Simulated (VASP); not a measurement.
# Zr (Im-3m) in VASP: notebook

Zr is run at these levels: r2SCAN; tasks: single point.

All numbers are computed with VASP 6.6.1; they aren't measurements. Logs are shortened: lines on timing, memory, paths and dates and some standing lists are left out, and cuts for length are marked.

### 1 The cell of the first run

It takes space group Im-3m (No. 229, cubic). The conventional cell has a = 3.584 Å, b = 3.584 Å, c = 3.584 Å, α = 90.00°, β = 90.00°, γ = 90.00°. Within 4.1 Å of Zr (site symmetry m-3m) lie 14 Zr at 3.10 to 3.58 Å.

This isn't the form of Zr at room conditions, which is hcp.

### 2 Single point, r2SCAN

The input, POSCAR:

```
Zr
1.0
   -1.7922462260      1.7922462260      1.7922462260
    1.7922462260     -1.7922462260      1.7922462260
    1.7922462260      1.7922462260     -1.7922462260
Zr
1
Direct
    0.0000000000      0.0000000000      0.0000000000
```

The input, INCAR.step1:

```
PREC = Accurate
ENCUT = 520
ISMEAR = -1
SIGMA = 0.1
LREAL = False
LASPH = True
NELM = 60
NBANDS = 12
GGA = PE
ALGO = Normal
EDIFF = 1E-4
LWAVE = True
LCHARG = False
```

The input, INCAR.step2:

```
PREC = Accurate
ENCUT = 520
EDIFF = 1E-6
ISMEAR = -1
SIGMA = 0.1
LREAL = False
LASPH = True
NELM = 60
ALGO = Normal
ISIF = 2
LWAVE = False
LCHARG = False
METAGGA = R2SCAN
LMIXTAU = True
NBANDS = 12
ISTART = 1
```

The input, KPOINTS:

```
regular mesh
0
Gamma
  12 12 12
```

Potentials or basis: VASP PAW PBE potentials, release 64 (Zr_sv).

Launch:

```bash
$ cat potpaw_PBE.64/Zr_sv/POTCAR > POTCAR
$ cp INCAR.step1 INCAR
$ mpirun -np 1 vasp_std > vasp.out
$ cp INCAR.step2 INCAR
$ mpirun -np 1 vasp_std > vasp.out
```

OUTCAR:

```text
PREC = Accurate
   ENCUT = 520
   EDIFF = 1E-6
   ISMEAR = -1
   LREAL = False
   LASPH = True
   NELM = 60
   ISIF = 2
   METAGGA = R2SCAN
   ISTART = 1

 ion  position               nearest neighbor table
   1  0.000  0.000  0.000-

  LATTYP: Found a body centered cubic cell.
 ALAT       =     3.5844924520

  Lattice vectors:

 A1 = (  -1.7922462260,   1.7922462260,   1.7922462260)
 A2 = (   1.7922462260,  -1.7922462260,   1.7922462260)
 A3 = (   1.7922462260,   1.7922462260,  -1.7922462260)

Analysis of symmetry for initial positions (statically):
=====================================================================
 Subroutine PRICEL returns:
 Original cell was already a primitive cell.

 Routine SETGRP: Setting up the symmetry group for a
 body centered cubic supercell.

 Subroutine GETGRP returns: Found 48 space group operations
 (whereof 48 operations were pure point group operations)
 out of a pool of 48 trial point group operations.

The static configuration has the point symmetry O_h .

Analysis of symmetry for dynamics (positions and initial velocities):
=====================================================================
 Subroutine PRICEL returns:
 Original cell was already a primitive cell.

 Routine SETGRP: Setting up the symmetry group for a
 body centered cubic supercell.

 Subroutine GETGRP returns: Found 48 space group operations
 (whereof 48 operations were pure point group operations)
 out of a pool of 48 trial point group operations.

The dynamic configuration has the point symmetry O_h .

 Subroutine INISYM returns: Found 48 space group operations
 (whereof 48 operations are pure point group operations),
 and found     1 'primitive' translations

----------------------------------------------------------------------------------------

                                     Primitive cell

  volume of cell :      23.0278

  direct lattice vectors                    reciprocal lattice vectors
    -1.792246226  1.792246226  1.792246226     0.000000000  0.278979525  0.278979525
     1.792246226 -1.792246226  1.792246226     0.278979525  0.000000000  0.278979525
     1.792246226  1.792246226 -1.792246226     0.278979525  0.278979525  0.000000000

  length of vectors
     3.104261523  3.104261523  3.104261523     0.394536627  0.394536627  0.394536627

  position of ions in fractional coordinates (direct lattice)
     0.000000000  0.000000000  0.000000000

  ion indices of the primitive-cell ions
   primitive index   ion index
                 1           1

----------------------------------------------------------------------------------------

 KPOINTS: regular mesh

Automatic generation of k-mesh.
 Grid dimensions read from file:
 generate k-points for:   12   12   12

 Generating k-lattice:

  Cartesian coordinates                     Fractional coordinates (reciprocal lattice)
     0.000000000  0.023248294  0.023248294     0.083333333  0.000000000  0.000000000
     0.023248294  0.000000000  0.023248294     0.000000000  0.083333333  0.000000000
     0.023248294  0.023248294  0.000000000     0.000000000  0.000000000  0.083333333

  Length of vectors
     0.032878052  0.032878052  0.032878052

  Shift w.r.t. Gamma in fractional coordinates (k-lattice)
     0.000000000  0.000000000  0.000000000

 Subroutine IBZKPT returns following result:
 ===========================================

 Found     72 irreducible k-points:

 Following reciprocal coordinates:
            Coordinates               Weight
  0.000000  0.000000  0.000000      1.000000
  0.083333  0.000000  0.000000     12.000000
  0.166667  0.000000  0.000000     12.000000
  0.250000  0.000000  0.000000     12.000000
  0.333333  0.000000  0.000000     12.000000
  0.416667  0.000000  0.000000     12.000000
[... 16 lines left out ...]
  0.333333  0.083333  0.083333     24.000000
  0.416667  0.083333  0.083333     12.000000
 [... further k-points ...]
   k-points           NKPTS =     72   k-points in BZ     NKDIM =     72   number of bands    NBANDS=     12
   number of dos      NEDOS =    301   number of ions     NIONS =      1
   total plane-waves  NPLWV =  13824
   dimension x,y,z NGX =    24 NGY =   24 NGZ =   24
   dimension x,y,z NGXF=    48 NGYF=   48 NGZF=   48
   ions per type =               1
   NGX,Y,Z   is equivalent  to a cutoff of  12.85, 12.85, 12.85 a.u.
   NGXF,Y,Z  is equivalent  to a cutoff of  25.71, 25.71, 25.71 a.u.
 SYSTEM =  unknown system
   PREC   = accura    normal or accurate (medium, high low for compatibility)
   ISTART =      1    job   : 0-new  1-cont  2-samecut
   ICHARG =      0    charge: 1-file 2-atom 10-const
   ISPIN  =      1    spin polarized calculation?
   LNONCOLLINEAR =      F non collinear calculations
   LSORBIT =      F    spin-orbit coupling
   LASPH  =      T    aspherical Exc in radial PAW
   ENCUT  =  520.0 eV  38.22 Ry    6.18 a.u.   5.77  5.77  5.77*2*pi/ulx,y,z
   NELM   =     60;   NELMIN=  2; NELMDL=  0     # of ELM steps
   EDIFF  = 0.1E-05   stopping-criterion for ELM
   LREAL  =      F    real-space projection
   EDIFFG = 0.1E-04   stopping-criterion for IOM
   NSW    =      0    number of steps for IOM
   IBRION =     -1    ionic relax: 0-MD 1-quasi-New 2-CG
   NFREE  =      0    steps in history (QN), initial steepest desc. (CG)
   ISIF   =      2    stress and relaxation
   ISYM   =      2    0-nonsym 1-usesym 2-fastsym
   POTIM  = 0.5000    time-step for ionic-motion
   TEBEG  =    0.0;   TEEND  =   0.0 temperature during run
   PSTRESS=    0.0 pullay stress
   NELECT =      12.0000    total number of electrons
   NUPDOWN=      -1.0000    fix difference up-down
   EMIN   =  10.00;   EMAX   =-10.00  energy-range for DOS
   EFERMI =   0.00;   METHOD = LEGACY
   ISMEAR =    -1;   SIGMA  =   0.10  broadening in eV -4-tet -1-fermi 0-gaus
   EFERMI_NEDOS =   21; number of points for ismear=-14 and -15
   IALGO  =     38    algorithm
   IMIX   =      4    mixing-type and parameters
     AMIX     =   0.40;   BMIX     =  1.00
     AMIX_MAG =   1.60;   BMIX_MAG =  1.00
  volume/ion in A,a.u.               =      23.03       155.40
  Fermi-wavevector in a.u.,A,eV,Ry     =   1.317400  2.489525 23.613484  1.735542
  Thomas-Fermi vector in A             =   2.447444
   LORBIT       =      0    0 simple, 1 ext, 2 COOP (PROOUT), +10 PAW based schemes
   METAGGA = R2SCAN    functional components
   LHFCALC =     F    Hartree Fock is set to
   AEXX    =    0.0000 exact exchange contribution
   IVDW    =     0    specifies the selected vdW correction
   LEPSILON=     F    determine dielectric tensor
   LRPA    =     F    only Hartree local field effects (RPA)
 non-spin polarized calculation
  energy-cutoff  :      520.00
  volume of cell :       23.03
 maximum number of plane-waves:       638
   NGX = 11   NGY = 11   NGZ = 11

 number of electron      12.0000000 magnetization

 Free energy of the ion-electron system (eV)
  ---------------------------------------------------
  ext. energy  EPLUGINS =         0.00000000
  ---------------------------------------------------
  free energy    TOTEN  =       -22.66127435 eV

  energy without entropy =      -22.60243067  energy(sigma->0) =      -22.63185251

 E-fermi :   8.8435     XC(G=0): -12.0197

 val. band max:        8.8303281849   @ k =   0.1667   0.0833   0.0833
 cond. band min:       8.8535512747   @ k =   0.3333   0.2500   0.0000
 fundamental gap:      0.0232230898
 Fermi energy:         8.8435472422

 k-point     1 :       0.0000    0.0000    0.0000
  band No.  band energies     occupation
      1     -41.3217      2.00000
      2     -18.1050      2.00000
      3     -18.1050      2.00000
      4     -18.1050      2.00000
      5       3.1247      2.00000
      6      10.1763      0.00000
      7      10.1763      0.00000
      8      10.1763      0.00000
      9      12.7302      0.00000
     10      12.7302      0.00000
     11      21.8189      0.00000
     12      21.8189      0.00000

 k-point     2 :       0.0833    0.0000    0.0000
  band No.  band energies     occupation
      1     -41.3105      2.00000
      2     -18.1805      2.00000
      3     -18.1275      2.00000
      4     -18.1057      2.00000
      5       3.3741      2.00000
      6      10.0054      0.00002
      7      10.1072      0.00001
      8      10.4145      0.00000
      9      12.4797      0.00000
     10      12.7271      0.00000
     11      22.0320      0.00000
     12      22.2727      0.00000

 k-point     3 :       0.1667    0.0000    0.0000
  band No.  band energies     occupation
      1     -41.2796      2.00000
      2     -18.3824      2.00000
      3     -18.1884      2.00000
      4     -18.1075      2.00000
      5       4.0615      2.00000
      6       9.5803      0.00126
      7       9.7911      0.00015
      8      11.1110      0.00000
      9      12.1825      0.00000
     10      12.7499      0.00000
     11      22.3639      0.00000
     12      23.5070      0.00000
[... 286 lines left out ...]
 k-point    23 :       0.3333    0.0833    0.0833
  band No.  band energies     occupation
      1     -41.1578      2.00000
      2     -19.0398      2.00000
      3     -18.4495      2.00000
      4     -18.1822      2.00000
      5       6.4047      2.00000
      6       8.2108      1.99643
      7       9.4207      0.00621
      8      12.8895      0.00000
      9      13.3822      0.00000
     10      15.7596      0.00000
     11      19.9028      0.00000
     12      20.2584      0.00000

 k-point    24 :       0.4167    0.0833    0.0833
  band No.  band energies     occupation
      1     -41.1475      2.00000
      2     -19.0851      2.00000
      3     -18.4821      2.00000
      4     -18.1845      2.00000
      5       6.3995      2.00000
      6       8.1304      1.99840
      7       9.8612      0.00008
      8      12.9374      0.00000
      9      13.4797      0.00000
     10      16.3304      0.00000
     11      19.1848      0.00000
     12      19.8841      0.00000

 [... further k-points ...]

------------------------ aborting loop because EDIFF is reached ----------------------------------------

  FORCE on cell =-STRESS in cart. coord.  units (eV):
  Direction    XX          YY          ZZ          XY          YZ          ZX
  --------------------------------------------------------------------------------------
  -------------------------------------------------------------------------------------
  Total        0.0018049      0.0018049      0.0018049      0.0000000     -0.0000000      0.0000000
  in kB        0.1255774      0.1255774      0.1255774      0.0000000     -0.0000000      0.0000000
  external PRESSURE =       0.1255774 kB  Pullay stress =       0.0000000 kB

 VOLUME and BASIS-vectors are now :
 -----------------------------------------------------------------------------
  energy-cutoff  :      520.00
  volume of cell :       23.03
      direct lattice vectors                 reciprocal lattice vectors
    -1.792246226  1.792246226  1.792246226     0.000000000  0.278979525  0.278979525
     1.792246226 -1.792246226  1.792246226     0.278979525  0.000000000  0.278979525
     1.792246226  1.792246226 -1.792246226     0.278979525  0.278979525  0.000000000

 POSITION                                       TOTAL-FORCE (eV/Angst)
 -----------------------------------------------------------------------------------
      0.00000      0.00000      0.00000        -0.000000      0.000000     -0.000000
 -----------------------------------------------------------------------------------
    total drift:                                0.000000      0.000000      0.000000

  FREE ENERGIE OF THE ION-ELECTRON SYSTEM (eV)
  ---------------------------------------------------
  free  energy   TOTEN  =       -22.6612743520 eV

  energy  without entropy=      -22.6024306702  energy(sigma->0) =      -22.63185251
```

Run time: 61 s. Hardware: 1 thread of Intel Xeon 8259CL, shared host; peak memory 0.15 GiB.

Results:

```yaml
Free_energy: -22.6613 eV
Pressure: 0.0 GPa
Band_gap_on_the_k_mesh: zero (bands 6 and 7 overlap by 2.00 eV)
```

Caveat: the PAW data sets were made with another functional, which shifts forces and pressure a little.

### 3 Single point, r2SCAN (20.26 Å³/atom)

This run uses another cell than the first one, of 20.26 Å³/atom.

The input, POSCAR:

```
Zr
1.0
   -1.7174808312      1.7174808312      1.7174808312
    1.7174808312     -1.7174808312      1.7174808312
    1.7174808312      1.7174808312     -1.7174808312
Zr
1
Direct
    0.0000000000      0.0000000000      0.0000000000
```

The input, INCAR.step1:

```
SYSTEM = Zr
PREC = Accurate
ENCUT = 520
ISMEAR = -1
SIGMA = 0.1
LREAL = .False.
LASPH = .True.
NELM = 80
NBANDS = 12
GGA = PE
ALGO = Normal
EDIFF = 1E-4
LWAVE = .True.
LCHARG = .False.
```

The input, INCAR.step2:

```
SYSTEM = Zr
PREC = Accurate
ENCUT = 520
EDIFF = 1E-7
ISMEAR = -1
SIGMA = 0.1
LREAL = .False.
LASPH = .True.
NELM = 80
ALGO = Normal
ISIF = 2
LWAVE = .False.
LCHARG = .False.
METAGGA = R2SCAN
LMIXTAU = .True.
NBANDS = 12
ISTART = 1
```

The input, KPOINTS:

```
Automatic mesh
0
Gamma
  14 14 14
  0 0 0
```

Potentials or basis: VASP PAW PBE potentials, release 64 (Zr_sv).

Launch:

```bash
$ cat potpaw_PBE.64/Zr_sv/POTCAR > POTCAR
$ cp INCAR.step1 INCAR
$ mpirun -np 1 vasp_std > vasp.out
$ cp INCAR.step2 INCAR
$ mpirun -np 1 vasp_std > vasp.out
```

OUTCAR:

```text
SYSTEM = Zr
   PREC = Accurate
   ENCUT = 520
   EDIFF = 1E-7
   ISMEAR = -1
   LREAL = .False.
   LASPH = .True.
   NELM = 80
   ISIF = 2
   METAGGA = R2SCAN
   ISTART = 1

 ion  position               nearest neighbor table
   1  0.000  0.000  0.000-

  LATTYP: Found a body centered cubic cell.
 ALAT       =     3.4349616624

  Lattice vectors:

 A1 = (  -1.7174808312,   1.7174808312,   1.7174808312)
 A2 = (   1.7174808312,  -1.7174808312,   1.7174808312)
 A3 = (   1.7174808312,   1.7174808312,  -1.7174808312)

Analysis of symmetry for initial positions (statically):
=====================================================================
 Subroutine PRICEL returns:
 Original cell was already a primitive cell.

 Routine SETGRP: Setting up the symmetry group for a
 body centered cubic supercell.

 Subroutine GETGRP returns: Found 48 space group operations
 (whereof 48 operations were pure point group operations)
 out of a pool of 48 trial point group operations.

The static configuration has the point symmetry O_h .

Analysis of symmetry for dynamics (positions and initial velocities):
[... 168 lines left out ...]
      3     -16.1320      2.00000
      4     -16.1320      2.00000
      5       4.4869      2.00000
      6      11.7273      0.00000
      7      11.7273      0.00000
      8      11.7273      0.00000
      9      14.6443      0.00000
     10      14.6443      0.00000
     11      23.7442      0.00000
     12      23.7442      0.00000
[... 331 lines left out ...]
 k-point    24 :       0.3571    0.2857    0.0000
  band No.  band energies     occupation
      1     -39.2696      2.00000
      2     -17.3260      2.00000
      3     -17.0853      2.00000
      4     -16.3245      2.00000
      5       8.6814      2.00000
      6       9.6863      1.99746
      7      10.2401      1.51247
      8      14.9207      0.00000
      9      15.4540      0.00000
     10      21.0190      0.00000
     11      21.2066      0.00000
     12      22.8194      0.00000

 [... further k-points ...]

------------------------ aborting loop because EDIFF is reached ----------------------------------------

  FORCE on cell =-STRESS in cart. coord.  units (eV):
  Direction    XX          YY          ZZ          XY          YZ          ZX
  --------------------------------------------------------------------------------------
  -------------------------------------------------------------------------------------
  Total        1.6845059      1.6845059      1.6845059      0.0000000      0.0000000     -0.0000000
  in kB      133.1825788    133.1825788    133.1825788      0.0000000      0.0000000     -0.0000000
  external PRESSURE =     133.1825788 kB  Pullay stress =       0.0000000 kB

 VOLUME and BASIS-vectors are now :
 -----------------------------------------------------------------------------
  energy-cutoff  :      520.00
  volume of cell :       20.26
      direct lattice vectors                 reciprocal lattice vectors
    -1.717480831  1.717480831  1.717480831     0.000000000  0.291124064  0.291124064
     1.717480831 -1.717480831  1.717480831     0.291124064  0.000000000  0.291124064
     1.717480831  1.717480831 -1.717480831     0.291124064  0.291124064  0.000000000

 POSITION                                       TOTAL-FORCE (eV/Angst)
 -----------------------------------------------------------------------------------
      0.00000      0.00000      0.00000         0.000000      0.000000      0.000000
 -----------------------------------------------------------------------------------
    total drift:                                0.000000      0.000000     -0.000000

  FREE ENERGIE OF THE ION-ELECTRON SYSTEM (eV)
  ---------------------------------------------------
  free  energy   TOTEN  =       -22.5542082449 eV

  energy  without entropy=      -22.5079777592  energy(sigma->0) =      -22.53109300
```

OUTCAR.step1:

```text
SYSTEM = Zr
   PREC = Accurate
   ENCUT = 520
   ISMEAR = -1
   LREAL = .False.
   LASPH = .True.
[... 577 lines left out ...]
 -----------------------------------------------------------------------------------
      0.00000      0.00000      0.00000         0.000000     -0.000000      0.000000
 -----------------------------------------------------------------------------------
    total drift:                               -0.000000      0.000000      0.000000

  FREE ENERGIE OF THE ION-ELECTRON SYSTEM (eV)
  ---------------------------------------------------
  free  energy   TOTEN  =        -8.3678572493 eV

  energy  without entropy=       -8.3201644399  energy(sigma->0) =       -8.34401084
```

It took 2.2 min on 1 thread of Intel Xeon 8259CL, shared host; peak memory 0.15 GiB.

Results:

```
Free energy            : -22.5542 eV
Pressure               : 13.3 GPa
Band gap on the k mesh : zero (bands 6 and 7 overlap by 2.18 eV)
```

Levels at points of the mesh, in eV from the Fermi level:
```
           k point  band 2  band 3  band 4  band 5  band 6  band 7  band 8  band 9  band 10  band 11
(0.00, 0.00, 0.00)  -26.49  -26.49  -26.49   -5.87    1.37    1.37    1.37    4.29     4.29    13.39
(0.50, 0.00, 0.00)  -28.04  -26.96  -26.51   -3.35   -0.89    2.21    4.42    5.20     7.73    10.93
(0.50, 0.50, 0.50)  -27.52  -27.52  -27.52   -3.38   -3.38    6.87    6.87    6.87     9.01     9.01
```

Caveat: the cell stands under pressure; the PAW data sets were made with another functional, which shifts forces and pressure a little.

(Part 1 of 2 ends here.)
